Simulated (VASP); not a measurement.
# CO2 (P4_2/mnm) in VASP: notebook

CO2 is run at these levels: PBE+D3(BJ); tasks: relaxation of shape and atoms at fixed volume, relaxation of cell and atoms.

Everything below comes from runs of VASP 6.6.1. Logs are shortened: lines on timing, memory, paths and dates and some standing lists are left out, and cuts for length are marked.

## 1. The cell of the first run

Symmetry: P4_2/mnm, No. 136, tetragonal system. The conventional cell has a = 4.306 Å, b = 4.306 Å, c = 4.625 Å, α = 90.00°, β = 90.00°, γ = 90.00°. C (site symmetry mmm) has 2 O at 1.16 Å within 1.6 Å. O (site symmetry m2m) has 1 C at 1.16 Å within 1.6 Å.

## 2. Relaxation of shape and atoms at fixed volume, PBE+D3(BJ) (14.29 Å³/atom)

Contents of INCAR:

```
SYSTEM = CO2
  PREC = Accurate
  ENCUT = 600
  EDIFF = 1E-6
  ISMEAR = 0
  SIGMA = 0.02
  LREAL = .FALSE.
  LASPH = .TRUE.
  NELM = 100
  ALGO = Normal
  ISIF = 4
  LWAVE = .FALSE.
  LCHARG = .FALSE.
  GGA = PE
  IVDW = 12
  IBRION = 2
  NSW = 50
  EDIFFG = -0.01
```

Contents of KPOINTS:

```
Automatic mesh
0
G
  6 6 6
  0 0 0
```

Contents of POSCAR:

```
CO2
1.0
    4.3061803552      0.0000000000      0.0000000000
    0.0000000000      4.3061803552      0.0000000000
    0.0000000000      0.0000000000      4.6245428116
C O
2 4
Direct
    0.5000000000      0.5000000000      0.5000000000
    0.0000000000      0.0000000000      0.0000000000
    0.3101730725      0.6898269275      0.5000000000
    0.6898269275      0.3101730725      0.5000000000
    0.1898269275      0.1898269275      0.0000000000
    0.8101730725      0.8101730725      0.0000000000
```

Potentials or basis: VASP PAW PBE potentials, release 64 (C, O).

Command:

```console
$ cat potpaw_PBE.64/C/POTCAR potpaw_PBE.64/O/POTCAR > POTCAR
$ mpirun -np 1 vasp_std > vasp.out
```

OUTCAR:

```text
SYSTEM = CO2
   PREC = Accurate
   ENCUT = 600
   EDIFF = 1E-6
   ISMEAR = 0
   LREAL = .FALSE.
   LASPH = .TRUE.
   NELM = 100
   ISIF = 4
   GGA = PE
   IVDW = 12
   IBRION = 2
   NSW = 50
   EDIFFG = -0.01
 IVDW          = 12

 ion  position               nearest neighbor table
   1  0.500  0.500  0.500-   3 1.16   4 1.16
   2  0.000  0.000  0.000-   5 1.16   6 1.16
   3  0.310  0.690  0.500-   1 1.16
   4  0.690  0.310  0.500-   1 1.16
   5  0.190  0.190  0.000-   2 1.16
   6  0.810  0.810  0.000-   2 1.16

  LATTYP: Found a simple tetragonal cell.
 ALAT       =     4.3061803552
 C/A-ratio  =     1.0739315194

  Lattice vectors:

 A1 = (   4.3061803552,   0.0000000000,   0.0000000000)
 A2 = (   0.0000000000,   4.3061803552,   0.0000000000)
 A3 = (   0.0000000000,   0.0000000000,   4.6245428116)

Analysis of symmetry for initial positions (statically):
=====================================================================
 Subroutine PRICEL returns:
 Original cell was already a primitive cell.

 Routine SETGRP: Setting up the symmetry group for a
 simple tetragonal supercell.

 Subroutine GETGRP returns: Found 16 space group operations
 (whereof  8 operations were pure point group operations)
 out of a pool of 16 trial point group operations.

The static configuration has the point symmetry D_2h.
 The point group associated with its full space group is D_4h.

Analysis of symmetry for dynamics (positions and initial velocities):
=====================================================================
 Subroutine PRICEL returns:
 Original cell was already a primitive cell.

 Routine SETGRP: Setting up the symmetry group for a
 simple tetragonal supercell.

 Subroutine GETGRP returns: Found 16 space group operations
 (whereof  8 operations were pure point group operations)
 out of a pool of 16 trial point group operations.

The dynamic configuration has the point symmetry D_2h.
 The point group associated with its full space group is D_4h.

 Subroutine INISYM returns: Found 16 space group operations
 (whereof  8 operations are pure point group operations),
 and found     1 'primitive' translations

----------------------------------------------------------------------------------------

                                     Primitive cell

  volume of cell :      85.7538

  direct lattice vectors                    reciprocal lattice vectors
     4.306180355  0.000000000  0.000000000     0.232224365  0.000000000  0.000000000
     0.000000000  4.306180355  0.000000000     0.000000000  0.232224365  0.000000000
[... 77 lines left out ...]
   total plane-waves  NPLWV =  51840
   dimension x,y,z NGX =    36 NGY =   36 NGZ =   40
   dimension x,y,z NGXF=    72 NGYF=   72 NGZF=   80
   ions per type =               2   4
   NGX,Y,Z   is equivalent  to a cutoff of  13.90, 13.90, 14.38 a.u.
   NGXF,Y,Z  is equivalent  to a cutoff of  27.80, 27.80, 28.76 a.u.
 SYSTEM =  CO2
   PREC   = accura    normal or accurate (medium, high low for compatibility)
   ISTART =      0    job   : 0-new  1-cont  2-samecut
   ICHARG =      2    charge: 1-file 2-atom 10-const
   ISPIN  =      1    spin polarized calculation?
   LNONCOLLINEAR =      F non collinear calculations
   LSORBIT =      F    spin-orbit coupling
   LASPH  =      T    aspherical Exc in radial PAW
   ENCUT  =  600.0 eV  44.10 Ry    6.64 a.u.   8.60  8.60  9.24*2*pi/ulx,y,z
   NELM   =    100;   NELMIN=  2; NELMDL= -5     # of ELM steps
   EDIFF  = 0.1E-05   stopping-criterion for ELM
   LREAL  =      F    real-space projection
   EDIFFG = -.1E-01   stopping-criterion for IOM
   NSW    =     50    number of steps for IOM
   IBRION =      2    ionic relax: 0-MD 1-quasi-New 2-CG
   NFREE  =      1    steps in history (QN), initial steepest desc. (CG)
   ISIF   =      4    stress and relaxation
   ISYM   =      2    0-nonsym 1-usesym 2-fastsym
   POTIM  = 0.5000    time-step for ionic-motion
   TEBEG  =    0.0;   TEEND  =   0.0 temperature during run
   PSTRESS=    0.0 pullay stress
   NELECT =      32.0000    total number of electrons
   NUPDOWN=      -1.0000    fix difference up-down
   EMIN   =  10.00;   EMAX   =-10.00  energy-range for DOS
   EFERMI =   0.00;   METHOD = LEGACY
   ISMEAR =     0;   SIGMA  =   0.02  broadening in eV -4-tet -1-fermi 0-gaus
   EFERMI_NEDOS =   21; number of points for ismear=-14 and -15
   IALGO  =     38    algorithm
   IMIX   =      4    mixing-type and parameters
     AMIX     =   0.40;   BMIX     =  1.00
     AMIX_MAG =   1.60;   BMIX_MAG =  1.00
  volume/ion in A,a.u.               =      14.29        96.45
  Fermi-wavevector in a.u.,A,eV,Ry     =   1.178620  2.227269 18.900461  1.389145
  Thomas-Fermi vector in A             =   2.314945
   LORBIT       =      0    0 simple, 1 ext, 2 COOP (PROOUT), +10 PAW based schemes
   GGA     = PE    functional components
   LHFCALC =     F    Hartree Fock is set to
   AEXX    =    0.0000 exact exchange contribution
   IVDW    =    12    specifies the selected vdW correction
   LEPSILON=     F    determine dielectric tensor
   LRPA    =     F    only Hartree local field effects (RPA)
 conjugate gradient relaxation of ions
 non-spin polarized calculation
 Gauss-broadening in eV      SIGMA  =   0.02
  energy-cutoff  :      600.00
  volume of cell :       85.75
 maximum number of plane-waves:      2883
 NGX is ok and might be reduce to    36
   NGX = 17   NGY = 17   NGZ = 19

--------------------------------------- Ionic step        1  -------------------------------------------

 number of electron      31.9999994 magnetization

 Free energy of the ion-electron system (eV)
  ---------------------------------------------------
  ext. energy  EPLUGINS =         0.00000000
  ---------------------------------------------------
  free energy    TOTEN  =       -45.95461872 eV

  energy without entropy =      -45.95461872  energy(sigma->0) =      -45.95461872

------------------------ aborting loop because EDIFF is reached ----------------------------------------

 Edisp (eV)   -0.43596

 E8    (eV) :    -0.1118
[... 343 lines left out ...]
--------------------------------------- Ionic step        9  -------------------------------------------

 number of electron      32.0000011 magnetization

 Free energy of the ion-electron system (eV)
  ---------------------------------------------------
  ext. energy  EPLUGINS =         0.00000000
  ---------------------------------------------------
  free energy    TOTEN  =       -46.02480348 eV

  energy without entropy =      -46.02480348  energy(sigma->0) =      -46.02480348

 E-fermi :  -3.1469     XC(G=0):  -8.0133

 val. band max:       -3.2865015126   @ k =   0.5000   0.5000   0.5000
 cond. band min:       3.2373452754   @ k =   0.0000   0.0000   0.0000
 fundamental gap:      6.5238467880
 Fermi energy:        -3.1469052315

 k-point     1 :       0.0000    0.0000    0.0000
  band No.  band energies     occupation
      1     -24.0060      2.00000
      2     -23.7163      2.00000
      3     -22.7962      2.00000
      4     -22.7962      2.00000
      5      -8.8600      2.00000
      6      -8.4865      2.00000
[... 541 lines left out ...]
     19       5.0305      0.00000
     20       5.0305      0.00000

 [... further k-points ...]

------------------------ aborting loop because EDIFF is reached ----------------------------------------

 Edisp (eV)   -0.43663

 E8    (eV) :    -0.1121
[... 29 lines left out ...]
  FREE ENERGIE OF THE ION-ELECTRON SYSTEM (eV)
  ---------------------------------------------------
  free  energy   TOTEN  =       -46.4614329085 eV

  energy  without entropy=      -46.4614329085  energy(sigma->0) =      -46.46143291

 reached required accuracy - stopping structural energy minimisation
```

OSZICAR:

```text
N       E                     dE             d eps       ncg     rms          rms(c)
DAV:   1     0.219374331436E+03    0.21937E+03   -0.18556E+04  1600   0.164E+03
DAV:   2    -0.355121094500E+02   -0.25489E+03   -0.24635E+03  2284   0.345E+02
DAV:   3    -0.491460765556E+02   -0.13634E+02   -0.13571E+02  1864   0.863E+01
[... 67 lines left out ...]
DAV:   2    -0.460254499324E+02    0.11397E-02   -0.34159E-03  1768   0.497E-01    0.182E-01
DAV:   3    -0.460248307282E+02    0.61920E-03   -0.64387E-04  1756   0.224E-01    0.420E-02
DAV:   4    -0.460248016996E+02    0.29029E-04   -0.57172E-05  1896   0.658E-02    0.131E-02
DAV:   5    -0.460248027710E+02   -0.10714E-05   -0.15200E-05  1852   0.293E-02    0.624E-03
DAV:   6    -0.460248034772E+02   -0.70628E-06   -0.13213E-06  1040   0.105E-02
   9 F= -.46461433E+02 E0= -.46461433E+02  d E =-.486320E-03
```

Wall time 2 min (1 thread of Intel Xeon 6975P-C (Granite Rapids), shared host); peak memory 0.25 GiB.

What came out:

```yaml
Free_energy: -46.4614 eV
Energy_gained_by_relaxing: 11.8 meV/atom
Ionic_steps: 9
Pressure_after_relaxing: 0.4 GPa
Largest_force_after_relaxing: 0.003 eV/Å
Band_gap_on_the_k_mesh: 6.52 eV (least direct gap 6.95 eV)
Dispersion_energy_per_atom: -0.073 eV
```

Forces in eV/Å, atoms in the order of the input:
```
C    0.000  0.000  0.000
C    0.000  0.000  0.000
O   -0.002  0.002  0.000
O    0.002 -0.002  0.000
O    0.002  0.002  0.000
O   -0.002 -0.002  0.000
```

The path:
| step | energy change (eV) | largest force (eV/Å) | pressure (GPa) | volume (Å³) |
| --- | --- | --- | --- | --- |
| 1 | 0.0000 | 1.9961 | 6.00 | 85.75 |
| 2 | 1.4048 | 7.0236 | -21.07 | 85.75 |
| 3 | -0.0701 | 0.1033 | 0.09 | 85.75 |
| 4 | -0.0704 | 0.0062 | 0.36 | 85.75 |
| 5 | -0.0704 | 0.0285 | 0.47 | 85.75 |
| 6 | -0.0704 | 0.0273 | 0.46 | 85.75 |
| 7 | -0.0705 | 0.0239 | 0.46 | 85.75 |
| 8 | -0.0706 | 0.0171 | 0.44 | 85.75 |
| 9 | -0.0709 | 0.0032 | 0.39 | 85.75 |

Final structure:
```xyz
6
Lattice="4.3001 0.0000 0.0000 0.0000 4.3001 0.0000 0.0000 0.0000 4.6377" Properties=species:S:1:pos:R:3 pbc="T T T"
C     2.1500    2.1500    2.3188
C     0.0000    0.0000    0.0000
O     1.3198    2.9802    2.3188
O     2.9802    1.3198    2.3188
O     0.8302    0.8302    4.6377
O     3.4699    3.4699    0.0000
```

A k mesh can miss the band edges.

## 3. Relaxation of shape and atoms at fixed volume, PBE+D3(BJ) (14.76 Å³/atom)

This run uses another cell than the first one, of 14.76 Å³/atom.

Contents of INCAR:

```
  ALGO = Normal
  EDIFF = 1E-7
  EDIFFG = -0.01
  ENCUT = 600
  GGA = PE
  IBRION = 2
  ISIF = 4
  ISMEAR = 0
  IVDW = 12
  LASPH = True
  LCHARG = False
  LREAL = False
  LWAVE = False
  NELM = 60
  NSW = 50
  PREC = Accurate
  SIGMA = 0.02
```

Contents of KPOINTS:

```
k-points
0
Gamma
  6 6 6
```

Contents of POSCAR:

```
CO2
1.0
    4.3460005046      0.0000000000      0.0000000000
    0.0000000000      4.3460005046      0.0000000000
    0.0000000000      0.0000000000      4.6898629478
C O
2 4
Direct
    0.5000000000      0.5000000000      0.5000000000
    0.0000000000      0.0000000000      0.0000000000
    0.3118058048      0.6881941952      0.5000000000
    0.6881941952      0.3118058048      0.5000000000
    0.1881941952      0.1881941952      0.0000000000
    0.8118058048      0.8118058048      0.0000000000
```

Potentials or basis: VASP PAW PBE potentials, release 64 (C, O).

Command:

```console
$ cat potpaw_PBE.64/C/POTCAR potpaw_PBE.64/O/POTCAR > POTCAR
$ mpirun -np 1 vasp_std > vasp.out
```

Run time: 78 s. Hardware: 1 thread of Intel Xeon 6975P-C (Granite Rapids), shared host; peak memory 0.26 GiB.

The run converged. Its results:

- Free energy: -46.4726 eV
- Energy gained by relaxing: 11.2 meV/atom
- Ionic steps: 4
- Pressure after relaxing: 0.1 GPa
- Largest force after relaxing: 0.008 eV/Å
- Band gap on the k mesh: 6.51 eV (least direct gap 6.90 eV)
- Dispersion energy per atom: -0.070 eV

Forces in eV/Å, atoms in the order of the input:
```
C    0.000  0.000  0.000
C    0.000  0.000  0.000
O    0.006 -0.006  0.000
O   -0.006  0.006  0.000
O   -0.006 -0.006  0.000
O    0.006  0.006  0.000
```

Stress tensor (GPa, compression positive):
```
0.01 0.00 0.00
0.00 0.01 0.00
0.00 0.00 0.13
```

The path:
```csv
step,energy change (eV),largest force (eV/Å),pressure (GPa),volume (Å³)
1,0.0000,1.9488,5.39,88.58
2,1.3429,6.8987,-20.36,88.58
3,-0.0673,0.0997,-0.20,88.58
4,-0.0675,0.0084,0.05,88.58
```

Final structure:
```xyz
6
Lattice="4.3542 0.0000 0.0000 0.0000 4.3542 0.0000 0.0000 0.0000 4.6723" Properties=species:S:1:pos:R:3 pbc="T T T"
C     2.1771    2.1771    2.3362
C     0.0000    0.0000    0.0000
O     1.3466    3.0075    2.3362
O     3.0075    1.3466    2.3362
O     0.8305    0.8305    0.0000
O     3.5237    3.5237    0.0000
```

Levels at points of the mesh, in eV from the valence-band top:
```
           k point  band 12  band 13  band 14  band 15  band 16  band 17  band 18  band 19  band 20
(0.00, 0.00, 0.00)    -3.38    -1.20    -0.39    -0.39    -0.39     6.51     7.49     7.93     7.93
(0.50, 0.00, 0.00)    -3.71    -0.43    -0.43    -0.40    -0.40     8.05     8.05     8.14     8.14
(0.50, 0.50, 0.00)    -3.74    -0.54    -0.54     0.00     0.00     8.18     8.18     8.24     8.24
(0.00, 0.00, 0.50)    -3.71    -0.81    -0.81    -0.39    -0.39     7.84     7.84     8.04     8.04
(0.50, 0.00, 0.50)    -3.43    -0.76    -0.76    -0.20    -0.20     7.89     7.89     8.39     8.39
(0.50, 0.50, 0.50)    -3.71    -0.42    -0.42     0.00     0.00     7.67     7.67     8.24     8.24
```

A k mesh can miss the band edges.

(Continued in part 2 of 2.)
